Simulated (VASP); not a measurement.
# GaP (F-43m) in VASP: further runs

GaP is run at these levels: PBEsol; tasks: single point.

Everything below comes from runs of VASP 6.6.1. Logs are shortened: lines on timing, memory, paths and dates and some standing lists are left out, and cuts for length are marked.

**Experimental background.**

From “Stacking defects in GaP nanowires: Electronic structure and optical properties”, 2018, arxiv:1810.01194, for a bulk crystal of GaP at 10 K: band gap 2.34 eV (indirect).

The results are compared with them further down.

### Step 1. The cell of the first run

The structure is cubic, space group F-43m (No. 216). Conventional cell: a = 5.451 Å, b = 5.451 Å, c = 5.451 Å, α = 90.00°, β = 90.00°, γ = 90.00°. Within 3.1 Å of Ga (site symmetry -43m) lie 4 P at 2.36 Å. P (site symmetry -43m) has 4 Ga at 2.36 Å within 3.1 Å.

### Step 2. Single point, PBEsol

Contents of INCAR:

```
SYSTEM = GaP
PREC = Accurate ; ENCUT = 520
EDIFF = 1E-6 ; ISMEAR = 0
SIGMA = 0.01 ; LREAL = .FALSE.
LASPH = .TRUE. ; NELM = 80
ALGO = Normal ; ISIF = 2
LWAVE = .FALSE. ; LCHARG = .TRUE.
GGA = PS ; LELF = .TRUE.
LVHAR = .TRUE. ; NBANDS = 16
```

Contents of KPOINTS:

```
regular mesh
0
G
  6 6 6
  0 0 0
```

Contents of POSCAR:

```
GaP
1.0
    0.0000000000      2.7254101930      2.7254101930
    2.7254101930      0.0000000000      2.7254101930
    2.7254101930      2.7254101930      0.0000000000
Ga P
1 1
Direct
    0.0000000000      0.0000000000      0.0000000000
    0.2500000000      0.2500000000      0.2500000000
```

Potentials or basis: VASP PAW PBE potentials, release 64 (Ga_d, P).

On the command line:

```
$ cat potpaw_PBE.64/Ga_d/POTCAR potpaw_PBE.64/P/POTCAR > POTCAR
$ mpirun -np 1 vasp_std > vasp.out
```

OUTCAR:

```text
SYSTEM = GaP
   PREC = Accurate
   ENCUT = 520
   EDIFF = 1E-6
   ISMEAR = 0
   LREAL = .FALSE.
   LASPH = .TRUE.
   NELM = 80
   ISIF = 2
   GGA = PS

 ion  position               nearest neighbor table
   1  0.000  0.000  0.000-   2 2.36   2 2.36   2 2.36   2 2.36
   2  0.250  0.250  0.250-   1 2.36   1 2.36   1 2.36   1 2.36

  LATTYP: Found a face centered cubic cell.
 ALAT       =     5.4508203860

  Lattice vectors:

 A1 = (   0.0000000000,   2.7254101930,   2.7254101930)
 A2 = (   2.7254101930,   0.0000000000,   2.7254101930)
 A3 = (   2.7254101930,   2.7254101930,   0.0000000000)

Analysis of symmetry for initial positions (statically):
=====================================================================
 Subroutine PRICEL returns:
 Original cell was already a primitive cell.

 Routine SETGRP: Setting up the symmetry group for a
 face centered cubic supercell.

 Subroutine GETGRP returns: Found 24 space group operations
 (whereof 24 operations were pure point group operations)
 out of a pool of 48 trial point group operations.

The static configuration has the point symmetry T_d .

Analysis of symmetry for dynamics (positions and initial velocities):
=====================================================================
 Subroutine PRICEL returns:
 Original cell was already a primitive cell.

 Routine SETGRP: Setting up the symmetry group for a
 face centered cubic supercell.

 Subroutine GETGRP returns: Found 24 space group operations
 (whereof 24 operations were pure point group operations)
 out of a pool of 48 trial point group operations.

The dynamic configuration has the point symmetry T_d .

 Subroutine INISYM returns: Found 24 space group operations
 (whereof 24 operations are pure point group operations),
 and found     1 'primitive' translations

----------------------------------------------------------------------------------------

                                     Primitive cell

  volume of cell :      40.4879

  direct lattice vectors                    reciprocal lattice vectors
     0.000000000  2.725410193  2.725410193    -0.183458623  0.183458623  0.183458623
     2.725410193  0.000000000  2.725410193     0.183458623 -0.183458623  0.183458623
     2.725410193  2.725410193  0.000000000     0.183458623  0.183458623 -0.183458623

  length of vectors
     3.854312058  3.854312058  3.854312058     0.317759655  0.317759655  0.317759655

  position of ions in fractional coordinates (direct lattice)
     0.000000000  0.000000000  0.000000000
     0.250000000  0.250000000  0.250000000

  ion indices of the primitive-cell ions
   primitive index   ion index
                 1           1
                 2           2

----------------------------------------------------------------------------------------

 KPOINTS: regular mesh

Automatic generation of k-mesh.
 Grid dimensions read from file:
 generate k-points for:    6    6    6

 Generating k-lattice:

  Cartesian coordinates                     Fractional coordinates (reciprocal lattice)
    -0.030576437  0.030576437  0.030576437     0.166666667  0.000000000  0.000000000
     0.030576437 -0.030576437  0.030576437     0.000000000  0.166666667  0.000000000
     0.030576437  0.030576437 -0.030576437     0.000000000  0.000000000  0.166666667

  Length of vectors
     0.052959943  0.052959943  0.052959943

  Shift w.r.t. Gamma in fractional coordinates (k-lattice)
     0.000000000  0.000000000  0.000000000

 Subroutine IBZKPT returns following result:
 ===========================================

 Found     16 irreducible k-points:

 Following reciprocal coordinates:
            Coordinates               Weight
  0.000000  0.000000  0.000000      1.000000
  0.166667  0.000000  0.000000      8.000000
  0.333333  0.000000  0.000000      8.000000
  0.500000  0.000000  0.000000      4.000000
  0.166667  0.166667  0.000000      6.000000
  0.333333  0.166667  0.000000     24.000000
[... 8 lines left out ...]
 -0.333333  0.333333  0.166667     24.000000
 -0.333333  0.500000  0.166667     12.000000
   k-points           NKPTS =     16   k-points in BZ     NKDIM =     16   number of bands    NBANDS=     16
   number of dos      NEDOS =    301   number of ions     NIONS =      2
   total plane-waves  NPLWV =  27000
   dimension x,y,z NGX =    30 NGY =   30 NGZ =   30
   dimension x,y,z NGXF=    60 NGYF=   60 NGZF=   60
   ions per type =               1   1
   NGX,Y,Z   is equivalent  to a cutoff of  12.94, 12.94, 12.94 a.u.
   NGXF,Y,Z  is equivalent  to a cutoff of  25.88, 25.88, 25.88 a.u.
 SYSTEM =  GaP
   PREC   = accura    normal or accurate (medium, high low for compatibility)
   ISTART =      0    job   : 0-new  1-cont  2-samecut
   ICHARG =      2    charge: 1-file 2-atom 10-const
   ISPIN  =      1    spin polarized calculation?
   LNONCOLLINEAR =      F non collinear calculations
   LSORBIT =      F    spin-orbit coupling
   LASPH  =      T    aspherical Exc in radial PAW
   ENCUT  =  520.0 eV  38.22 Ry    6.18 a.u.   7.17  7.17  7.17*2*pi/ulx,y,z
   NELM   =     80;   NELMIN=  2; NELMDL= -5     # of ELM steps
   EDIFF  = 0.1E-05   stopping-criterion for ELM
   LREAL  =      F    real-space projection
   EDIFFG = 0.1E-04   stopping-criterion for IOM
   NSW    =      0    number of steps for IOM
   IBRION =     -1    ionic relax: 0-MD 1-quasi-New 2-CG
   NFREE  =      0    steps in history (QN), initial steepest desc. (CG)
   ISIF   =      2    stress and relaxation
   ISYM   =      2    0-nonsym 1-usesym 2-fastsym
   POTIM  = 0.5000    time-step for ionic-motion
   TEBEG  =    0.0;   TEEND  =   0.0 temperature during run
   PSTRESS=    0.0 pullay stress
   NELECT =      18.0000    total number of electrons
   NUPDOWN=      -1.0000    fix difference up-down
   EMIN   =  10.00;   EMAX   =-10.00  energy-range for DOS
   EFERMI =   0.00;   METHOD = LEGACY
   ISMEAR =     0;   SIGMA  =   0.01  broadening in eV -4-tet -1-fermi 0-gaus
   EFERMI_NEDOS =   21; number of points for ismear=-14 and -15
   IALGO  =     38    algorithm
   IMIX   =      4    mixing-type and parameters
     AMIX     =   0.40;   BMIX     =  1.00
     AMIX_MAG =   1.60;   BMIX_MAG =  1.00
  volume/ion in A,a.u.               =      20.24       136.61
  Fermi-wavevector in a.u.,A,eV,Ry     =   1.249464  2.361145 21.240880  1.561161
  Thomas-Fermi vector in A             =   2.383503
   LORBIT       =      0    0 simple, 1 ext, 2 COOP (PROOUT), +10 PAW based schemes
   GGA     = PS    functional components
   LHFCALC =     F    Hartree Fock is set to
   AEXX    =    0.0000 exact exchange contribution
   IVDW    =     0    specifies the selected vdW correction
   LEPSILON=     F    determine dielectric tensor
   LRPA    =     F    only Hartree local field effects (RPA)
 non-spin polarized calculation
 Gauss-broadening in eV      SIGMA  =   0.01
  energy-cutoff  :      520.00
  volume of cell :       40.49
 maximum number of plane-waves:      1113
 NGX is ok and might be reduce to    30
   NGX = 15   NGY = 15   NGZ = 15

 number of electron      17.9999989 magnetization

 Free energy of the ion-electron system (eV)
  ---------------------------------------------------
  ext. energy  EPLUGINS =         0.00000000
  ---------------------------------------------------
  free energy    TOTEN  =        -9.90566628 eV

  energy without entropy =       -9.90566628  energy(sigma->0) =       -9.90566628

 E-fermi :   4.7035     XC(G=0): -10.0179

 val. band max:        4.5736169731   @ k =   0.0000   0.0000   0.0000
 cond. band min:       6.0859700777   @ k =   0.5000   0.5000   0.0000
 fundamental gap:      1.5123531046
 Fermi energy:         4.7035124505

 k-point     1 :       0.0000    0.0000    0.0000
  band No.  band energies     occupation
      1      -9.9743      2.00000
      2      -9.9743      2.00000
      3      -9.9743      2.00000
      4      -9.8739      2.00000
      5      -9.8739      2.00000
      6      -7.9505      2.00000
[... 8 lines left out ...]
     15      14.3413      0.00000
     16      14.3413      0.00000

 k-point     2 :       0.1667    0.0000    0.0000
  band No.  band energies     occupation
      1      -9.9974      2.00000
      2      -9.9664      2.00000
      3      -9.9664      2.00000
      4      -9.8738      2.00000
      5      -9.8738      2.00000
      6      -7.5920      2.00000
[... 8 lines left out ...]
     15      13.4798      0.00000
     16      14.4147      0.00000

 k-point     3 :       0.3333    0.0000    0.0000
  band No.  band energies     occupation
      1     -10.0380      2.00000
      2      -9.9538      2.00000
      3      -9.9538      2.00000
      4      -9.8703      2.00000
      5      -9.8703      2.00000
      6      -6.6361      2.00000
[... 8 lines left out ...]
     15      14.1613      0.00000
     16      14.1613      0.00000

 k-point     4 :       0.5000    0.0000    0.0000
  band No.  band energies     occupation
      1     -10.0564      2.00000
      2      -9.9494      2.00000
      3      -9.9494      2.00000
      4      -9.8665      2.00000
      5      -9.8665      2.00000
      6      -5.8597      2.00000
[... 8 lines left out ...]
     15      16.2373      0.00000
     16      16.2373      0.00000
[... 172 lines left out ...]
 k-point    14 :       0.5000    0.3333    0.1667
  band No.  band energies     occupation
      1     -10.0613      2.00000
      2      -9.9398      2.00000
      3      -9.9285      2.00000
      4      -9.8884      2.00000
      5      -9.8630      2.00000
      6      -5.8520      2.00000
[... 8 lines left out ...]
     15      16.3089      0.00000
     16      17.7996      0.00000

 k-point    15 :      -0.3333    0.3333    0.1667
  band No.  band energies     occupation
      1     -10.0673      2.00000
      2      -9.9399      2.00000
      3      -9.9217      2.00000
      4      -9.8850      2.00000
      5      -9.8662      2.00000
      6      -5.1866      2.00000
[... 8 lines left out ...]
     15      16.9825      0.00000
     16      17.2844      0.00000

 k-point    16 :      -0.3333    0.5000    0.1667
  band No.  band energies     occupation
      1     -10.0782      2.00000
      2      -9.9284      2.00000
      3      -9.9138      2.00000
      4      -9.8949      2.00000
      5      -9.8606      2.00000
      6      -4.8763      2.00000
[... 8 lines left out ...]
     15      16.4596      0.00000
     16      18.1611      0.00000

------------------------ aborting loop because EDIFF is reached ----------------------------------------

  FORCE on cell =-STRESS in cart. coord.  units (eV):
  Direction    XX          YY          ZZ          XY          YZ          ZX
  --------------------------------------------------------------------------------------
  -------------------------------------------------------------------------------------
  Total       -0.1598454     -0.1598454     -0.1598454      0.0000000      0.0000000      0.0000000
  in kB       -6.3253590     -6.3253590     -6.3253590      0.0000000      0.0000000      0.0000000
  external PRESSURE =      -6.3253590 kB  Pullay stress =       0.0000000 kB

 VOLUME and BASIS-vectors are now :
 -----------------------------------------------------------------------------
  energy-cutoff  :      520.00
  volume of cell :       40.49
      direct lattice vectors                 reciprocal lattice vectors
     0.000000000  2.725410193  2.725410193    -0.183458623  0.183458623  0.183458623
     2.725410193  0.000000000  2.725410193     0.183458623 -0.183458623  0.183458623
     2.725410193  2.725410193  0.000000000     0.183458623  0.183458623 -0.183458623

 POSITION                                       TOTAL-FORCE (eV/Angst)
 -----------------------------------------------------------------------------------
      0.00000      0.00000      0.00000        -0.000000     -0.000000     -0.000000
      1.36271      1.36271      1.36271         0.000000      0.000000      0.000000
 -----------------------------------------------------------------------------------
    total drift:                                0.000000      0.000000      0.000000

  FREE ENERGIE OF THE ION-ELECTRON SYSTEM (eV)
  ---------------------------------------------------
  free  energy   TOTEN  =        -9.9056662819 eV

  energy  without entropy=       -9.9056662819  energy(sigma->0) =       -9.90566628
```

Wall time 20 s (1 thread of Intel Xeon 8259CL, shared host); peak memory 0.17 GiB.

Results:

- Free energy: -9.9057 eV
- Pressure: -0.6 GPa
- Band gap on the k mesh: 1.51 eV (least direct gap 1.75 eV)

Caveat: the PAW data sets were made with another functional, which shifts forces and pressure a little.

### Step 3. Single point, PBEsol

Contents of INCAR:

```
SYSTEM = GaP
ALGO = Normal
EDIFF = 1E-7
ENCUT = 520
GGA = PS
ISIF = 2
ISMEAR = 1
LASPH = .TRUE.
LCHARG = .TRUE.
LELF = .TRUE.
LREAL = .FALSE.
LVHAR = .TRUE.
LWAVE = .FALSE.
NBANDS = 16
NELM = 80
PREC = Accurate
SIGMA = 0.2
```

Contents of KPOINTS:

```
k-points
0
G
  6 6 6
  0 0 0
```

POSCAR is that of step 2.

Potentials or basis: VASP PAW PBE potentials, release 64 (Ga_d, P).

On the command line:

```
$ cat potpaw_PBE.64/Ga_d/POTCAR potpaw_PBE.64/P/POTCAR > POTCAR
$ mpirun -np 1 vasp_std > vasp.out
```

Wall time 24 s (1 thread of Intel Xeon 8259CL, shared host); peak memory 0.16 GiB.

The run converged. Its results:

```
Free energy            : -9.9055 eV
Pressure               : -0.6 GPa
Band gap on the k mesh : 1.51 eV (least direct gap 1.75 eV)
```

Levels at points of the mesh, in eV from the valence-band top:
```csv
k point,band 6,band 7,band 8,band 9,band 10,band 11,band 12,band 13
"(0.00, 0.00, 0.00)",-12.52,0.00,0.00,0.00,1.75,3.82,3.82,3.82
"(0.50, 0.00, 0.00)",-10.43,-6.70,-1.13,-1.13,1.58,4.65,4.65,8.08
"(0.50, 0.50, 0.00)",-9.52,-6.81,-2.71,-2.71,1.51,1.71,10.54,10.54
```

Caveat: the PAW data sets were made with another functional, which shifts forces and pressure a little.

### Step 4. Single point, PBEsol

Contents of INCAR:

```
PREC = Accurate
ENCUT = 520
EDIFF = 1E-7
ISMEAR = 0
SIGMA = 0.01
LREAL = F
LASPH = T
NELM = 60
ALGO = Normal
ISIF = 2
LWAVE = F
LCHARG = T
GGA = PS
LELF = T
LVHAR = T
NBANDS = 16
```

Contents of KPOINTS:

```
Automatic mesh
0
Gamma
  6 6 6
```

POSCAR is that of step 3.

On the command line:

```
$ cat potpaw_PBE.64/Ga_d/POTCAR potpaw_PBE.64/P/POTCAR > POTCAR
$ mpirun -np 1 vasp_std > vasp.out
```

It took 26 s on 1 thread of Intel Xeon 8259CL, shared host; peak memory 0.16 GiB.

It converged, with:

```
Free energy            : -9.9057 eV
Pressure               : -0.6 GPa
Band gap on the k mesh : 1.51 eV (least direct gap 1.75 eV)
```

Levels at points of the mesh, in eV from the valence-band top:
```tsv
k point	band 6	band 7	band 8	band 9	band 10	band 11	band 12	band 13
(0.00, 0.00, 0.00)	-12.52	0.00	0.00	0.00	1.75	3.82	3.82	3.82
(0.50, 0.00, 0.00)	-10.43	-6.70	-1.13	-1.13	1.58	4.65	4.65	8.08
(0.50, 0.50, 0.00)	-9.52	-6.81	-2.71	-2.71	1.51	1.71	10.54	10.54
```

Caveat: the PAW data sets were made with another functional, which shifts forces and pressure a little.

### Step 5. How close it comes

Step 2. A measured gap of GaP is 2.34 eV (indirect; 10 K; quoted in “Stacking defects in GaP nanowires: Electronic structure and optical properties”, 2018, arxiv:1810.01194); the calculated 1.51 eV misses it by -0.83 eV. Spin-orbit coupling on Ga is left out. The value is that of PBEsol on a finite k mesh, which can miss the band edges, without temperature or zero-point motion. Semilocal functionals fall short of measured gaps as a rule.

Step 3. Measured gap of GaP: 2.34 eV (indirect; 10 K; quoted in “Stacking defects in GaP nanowires: Electronic structure and optical properties”, 2018, arxiv:1810.01194). This calculation gives 1.51 eV (-0.83 eV). Spin-orbit coupling on Ga is left out. The value is that of PBEsol on a finite k mesh, which can miss the band edges, without temperature or zero-point motion. Semilocal functionals fall short of measured gaps as a rule.

Step 4. Measured gap of GaP: 2.34 eV (indirect; 10 K; quoted in “Stacking defects in GaP nanowires: Electronic structure and optical properties”, 2018, arxiv:1810.01194). This calculation gives 1.51 eV (-0.83 eV). Spin-orbit coupling on Ga is left out. The value is that of PBEsol on a finite k mesh, which can miss the band edges, without temperature or zero-point motion. Semilocal functionals fall short of measured gaps as a rule.
